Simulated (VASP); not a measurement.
# SnO2 (Pnnm) in VASP: a series of runs

Runs on SnO2. Level: LDA. Tasks: single point.

Program: VASP 6.6.1. These are calculated values, not measurements. Logs are shortened: lines on timing, memory, paths and dates and some standing lists are left out, and cuts for length are marked.

## Step 1: The cell of the first run

It takes space group Pnnm (No. 58, orthorhombic). Conventional cell: a = 4.777 Å, b = 4.777 Å, c = 3.227 Å, α = 90.00°, β = 90.00°, γ = 90.00°. Within 2.7 Å of Sn (site symmetry 2/m) lie 6 O at 2.02 to 2.11 Å. Within 2.7 Å of O (site symmetry m) lie 3 Sn at 2.02 to 2.11 Å.

## Step 2: Single point, LDA

File INCAR:

```
SYSTEM = SnO2
ALGO = Normal ; EDIFF = 1E-7
ENCUT = 520 ; GGA = CA
ISIF = 2 ; ISMEAR = 0
LASPH = .True. ; LCHARG = .False.
LREAL = .False. ; LWAVE = .False.
NBANDS = 35 ; NELM = 100
PREC = Accurate ; SIGMA = 0.05
```

File KPOINTS:

```
k-points
0
Gamma
  6 6 8
  0 0 0
```

File POSCAR:

```
SnO2
1.0
    4.7767255581      0.0000000000      0.0000000000
    0.0000000000      4.7773123567      0.0000000000
    0.0000000000      0.0000000000      3.2271818729
Sn O
2 4
Direct
    0.5000000000      0.5000000000      0.5000000000
    0.0000000000      0.0000000000      0.0000000000
    0.3059833077      0.2932176170      0.0000000000
    0.8059833077      0.2067823830      0.5000000000
    0.1940166923      0.7932176170      0.5000000000
    0.6940166923      0.7067823830      0.0000000000
```

Potentials or basis: VASP PAW LDA potentials, release 64 (Sn_d, O).

Launch:

```console
> cat potpaw_LDA.64/Sn_d/POTCAR potpaw_LDA.64/O/POTCAR > POTCAR
> mpirun -np 1 vasp_std > vasp.out
```

OUTCAR:

```text
SYSTEM = SnO2
   EDIFF = 1E-7
   ENCUT = 520
   GGA = CA
   ISIF = 2
   ISMEAR = 0
   LASPH = .True.
   LREAL = .False.
   NELM = 100
   PREC = Accurate

 ion  position               nearest neighbor table
   1  0.500  0.500  0.500-   5 2.02   4 2.02   6 2.11   6 2.11   3 2.11   3 2.11   2 3.74   2 3.74
                             2 3.74   2 3.74   2 3.74   2 3.74   2 3.74   2 3.74
   2  0.000  0.000  0.000-   3 2.02   6 2.02   4 2.11   4 2.11   5 2.11   5 2.11   1 3.74   1 3.74
                             1 3.74   1 3.74   1 3.74   1 3.74   1 3.74   1 3.74
   3  0.306  0.293  0.000-   2 2.02   1 2.11   1 2.11
   4  0.806  0.207  0.500-   1 2.02   2 2.11   2 2.11
   5  0.194  0.793  0.500-   1 2.02   2 2.11   2 2.11
   6  0.694  0.707  0.000-   2 2.02   1 2.11   1 2.11

  LATTYP: Found a simple orthorhombic cell.
 ALAT       =     3.2271818729
 B/A-ratio  =     1.4801538141
 C/A-ratio  =     1.4803356442

  Lattice vectors:

 A1 = (   0.0000000000,   0.0000000000,   3.2271818729)
 A2 = (   4.7767255581,   0.0000000000,   0.0000000000)
 A3 = (   0.0000000000,   4.7773123567,   0.0000000000)

Analysis of symmetry for initial positions (statically):
=====================================================================
 Subroutine PRICEL returns:
 Original cell was already a primitive cell.

 Routine SETGRP: Setting up the symmetry group for a
 simple orthorhombic supercell.

 Subroutine GETGRP returns: Found  8 space group operations
 (whereof  4 operations were pure point group operations)
 out of a pool of  8 trial point group operations.

The static configuration has the point symmetry C_2h.
 The point group associated with its full space group is D_2h.

Analysis of symmetry for dynamics (positions and initial velocities):
=====================================================================
 Subroutine PRICEL returns:
 Original cell was already a primitive cell.

 Routine SETGRP: Setting up the symmetry group for a
 simple orthorhombic supercell.

 Subroutine GETGRP returns: Found  8 space group operations
 (whereof  4 operations were pure point group operations)
 out of a pool of  8 trial point group operations.

The dynamic configuration has the point symmetry C_2h.
 The point group associated with its full space group is D_2h.

 Subroutine INISYM returns: Found  8 space group operations
 (whereof  4 operations are pure point group operations),
 and found     1 'primitive' translations

----------------------------------------------------------------------------------------

                                     Primitive cell

  volume of cell :      73.6440

  direct lattice vectors                    reciprocal lattice vectors
     4.776725558  0.000000000  0.000000000     0.209348431  0.000000000  0.000000000
     0.000000000  4.777312357  0.000000000     0.000000000  0.209322716  0.000000000
     0.000000000  0.000000000  3.227181873     0.000000000  0.000000000  0.309867878

  length of vectors
     4.776725558  4.777312357  3.227181873     0.209348431  0.209322716  0.309867878

  position of ions in fractional coordinates (direct lattice)
     0.500000000  0.500000000  0.500000000
     0.000000000  0.000000000  0.000000000
     0.305983308  0.293217617  0.000000000
     0.805983308  0.206782383  0.500000000
     0.194016692  0.793217617  0.500000000
     0.694016692  0.706782383  0.000000000

  ion indices of the primitive-cell ions
   primitive index   ion index
                 1           1
                 2           2
                 3           3
                 4           4
                 5           5
                 6           6

----------------------------------------------------------------------------------------

 KPOINTS: k-points

Automatic generation of k-mesh.
 Grid dimensions read from file:
 generate k-points for:    6    6    8

 Generating k-lattice:

  Cartesian coordinates                     Fractional coordinates (reciprocal lattice)
     0.034891405  0.000000000  0.000000000     0.166666667  0.000000000  0.000000000
     0.000000000  0.034887119  0.000000000     0.000000000  0.166666667  0.000000000
     0.000000000  0.000000000  0.038733485     0.000000000  0.000000000  0.125000000

  Length of vectors
     0.034891405  0.034887119  0.038733485

  Shift w.r.t. Gamma in fractional coordinates (k-lattice)
     0.000000000  0.000000000  0.000000000

 Subroutine IBZKPT returns following result:
 ===========================================

 Found     80 irreducible k-points:

 Following reciprocal coordinates:
            Coordinates               Weight
  0.000000  0.000000  0.000000      1.000000
  0.166667  0.000000  0.000000      2.000000
  0.333333  0.000000  0.000000      2.000000
  0.500000  0.000000  0.000000      1.000000
  0.000000  0.166667  0.000000      2.000000
  0.166667  0.166667  0.000000      4.000000
[... 16 lines left out ...]
  0.333333  0.166667  0.125000      8.000000
[... 32 lines left out ...]
   NUPDOWN=      -1.0000    fix difference up-down
   EMIN   =  10.00;   EMAX   =-10.00  energy-range for DOS
   EFERMI =   0.00;   METHOD = LEGACY
   ISMEAR =     0;   SIGMA  =   0.05  broadening in eV -4-tet -1-fermi 0-gaus
   EFERMI_NEDOS =   21; number of points for ismear=-14 and -15
   IALGO  =     38    algorithm
   IMIX   =      4    mixing-type and parameters
     AMIX     =   0.40;   BMIX     =  1.00
     AMIX_MAG =   1.60;   BMIX_MAG =  1.00
  volume/ion in A,a.u.               =      12.27        82.83
  Fermi-wavevector in a.u.,A,eV,Ry     =   1.457796  2.754835 28.914691  2.125170
  Thomas-Fermi vector in A             =   2.574556
   LORBIT       =      0    0 simple, 1 ext, 2 COOP (PROOUT), +10 PAW based schemes
   GGA     = CA    functional components
   LHFCALC =     F    Hartree Fock is set to
   AEXX    =    0.0000 exact exchange contribution
   IVDW    =     0    specifies the selected vdW correction
   LEPSILON=     F    determine dielectric tensor
   LRPA    =     F    only Hartree local field effects (RPA)
 non-spin polarized calculation
 Gauss-broadening in eV      SIGMA  =   0.05
  energy-cutoff  :      520.00
  volume of cell :       73.64
 maximum number of plane-waves:      2016
 NGX is ok and might be reduce to    36
   NGX = 17   NGY = 17   NGZ = 13

 number of electron      52.0000008 magnetization

 Free energy of the ion-electron system (eV)
  ---------------------------------------------------
  ext. energy  EPLUGINS =         0.00000000
  ---------------------------------------------------
  free energy    TOTEN  =       -42.14606449 eV

  energy without entropy =      -42.14606449  energy(sigma->0) =      -42.14606449

 E-fermi :   5.7457     XC(G=0): -11.6600

 val. band max:        5.5317465178   @ k =   0.0000   0.0000   0.0000
 cond. band min:       6.2226147079   @ k =   0.0000   0.0000   0.0000
 fundamental gap:      0.6908681901
 Fermi energy:         5.7456600955

 k-point     1 :       0.0000    0.0000    0.0000
  band No.  band energies     occupation
      1     -15.4743      2.00000
      2     -14.7191      2.00000
      3     -14.5487      2.00000
      4     -14.5084      2.00000
      5     -14.5066      2.00000
      6     -14.4952      2.00000
[... 27 lines left out ...]
     34      17.2622      0.00000
     35      17.5045      0.00000

 k-point     2 :       0.1667    0.0000    0.0000
  band No.  band energies     occupation
      1     -15.4341      2.00000
      2     -14.7751      2.00000
      3     -14.5477      2.00000
      4     -14.5121      2.00000
      5     -14.5062      2.00000
      6     -14.5046      2.00000
[... 27 lines left out ...]
     34      17.2768      0.00000
     35      17.3517      0.00000

 k-point     3 :       0.3333    0.0000    0.0000
  band No.  band energies     occupation
      1     -15.3177      2.00000
      2     -14.9367      2.00000
      3     -14.5448      2.00000
      4     -14.5312      2.00000
      5     -14.5014      2.00000
      6     -14.5007      2.00000
[... 27 lines left out ...]
     34      17.3395      0.00000
     35      17.4600      0.00000
[... 723 lines left out ...]
 k-point    23 :       0.3333    0.1667    0.1250
  band No.  band energies     occupation
      1     -15.2684      2.00000
      2     -14.9801      2.00000
      3     -14.6161      2.00000
      4     -14.5960      2.00000
      5     -14.5070      2.00000
      6     -14.4713      2.00000
[... 27 lines left out ...]
     34      17.1809      0.00000
     35      17.5154      0.00000

 k-point    24 :       0.5000    0.1667    0.1250
  band No.  band energies     occupation
      1     -15.1370      2.00000
      2     -15.1370      2.00000
      3     -14.6068      2.00000
      4     -14.6068      2.00000
      5     -14.4886      2.00000
      6     -14.4886      2.00000
[... 27 lines left out ...]
     34      17.1764      0.00000
     35      17.4771      0.00000

 [... further k-points ...]
[... 5 lines left out ...]
  --------------------------------------------------------------------------------------
  -------------------------------------------------------------------------------------
  Total       -2.3574244     -2.8973991     -3.9381263     -0.0000000      0.0000000      0.0000000
  in kB      -51.2874349    -63.0349684    -85.6767253     -0.0000000      0.0000000      0.0000000
  external PRESSURE =     -66.6663762 kB  Pullay stress =       0.0000000 kB

 VOLUME and BASIS-vectors are now :
 -----------------------------------------------------------------------------
  energy-cutoff  :      520.00
  volume of cell :       73.64
      direct lattice vectors                 reciprocal lattice vectors
     4.776725558  0.000000000  0.000000000     0.209348431  0.000000000  0.000000000
     0.000000000  4.777312357  0.000000000     0.000000000  0.209322716  0.000000000
     0.000000000  0.000000000  3.227181873     0.000000000  0.000000000  0.309867878

 POSITION                                       TOTAL-FORCE (eV/Angst)
 -----------------------------------------------------------------------------------
      2.38836      2.38866      1.61359        -0.000000      0.000000      0.000000
      0.00000      0.00000      0.00000        -0.000000      0.000000      0.000000
      1.46160      1.40079      0.00000         0.657589      0.722019      0.000000
      3.84996      0.98786      1.61359         0.657589     -0.722019      0.000000
      0.92676      3.78945      1.61359        -0.657589      0.722019      0.000000
      3.31513      3.37652      0.00000        -0.657589     -0.722019     -0.000000
 -----------------------------------------------------------------------------------
    total drift:                               -0.000000     -0.000000     -0.000000

  FREE ENERGIE OF THE ION-ELECTRON SYSTEM (eV)
  ---------------------------------------------------
  free  energy   TOTEN  =       -42.1460644932 eV

  energy  without entropy=      -42.1460644932  energy(sigma->0) =      -42.14606449
```

It took 1.8 min on 1 thread of Intel Xeon 6975P-C, shared host; peak memory 0.27 GiB.

Results:

```yaml
Free_energy: -42.1461 eV
Pressure: -6.7 GPa
Largest_force: 0.977 eV/Å
Band_gap_on_the_k_mesh: 0.69 eV, direct
```

Forces on the atoms (eV/Å):
```
Sn   0.000  0.000  0.000
Sn   0.000  0.000  0.000
O    0.658  0.722  0.000
O    0.658 -0.722  0.000
O   -0.658  0.722  0.000
O   -0.658 -0.722  0.000
```

Stress tensor (GPa, compression positive):
```
-5.13  0.00  0.00
 0.00 -6.30  0.00
 0.00  0.00 -8.57
```

Levels at points of the mesh, in eV from the valence-band top:
```
           k point  band 23  band 24  band 25  band 26  band 27  band 28  band 29  band 30
(0.00, 0.00, 0.00)    -1.29    -0.80    -0.76     0.00     0.69     5.82     5.84     5.88
(0.50, 0.00, 0.00)    -1.25    -1.25    -0.62    -0.62     4.02     4.02     6.85     6.85
(0.00, 0.50, 0.00)    -1.25    -1.25    -0.55    -0.55     3.95     3.95     6.64     6.64
(0.50, 0.50, 0.00)    -1.39    -1.39    -0.88    -0.88     4.50     4.50     7.14     7.14
(0.00, 0.00, 0.50)    -1.66    -1.66    -1.20    -1.20     5.53     5.53     9.14     9.14
(0.50, 0.00, 0.50)    -1.11    -1.11    -0.72    -0.72     5.78     5.78     7.49     7.49
(0.00, 0.50, 0.50)    -1.03    -1.03    -0.80    -0.80     5.82     5.82     7.56     7.56
(0.50, 0.50, 0.50)    -0.87    -0.87    -0.79    -0.79     4.02     4.02     8.68     8.68
```

Caveat: spin-orbit coupling is left out, which moves the levels of the heavy elements.

[end of part 1 of 2]
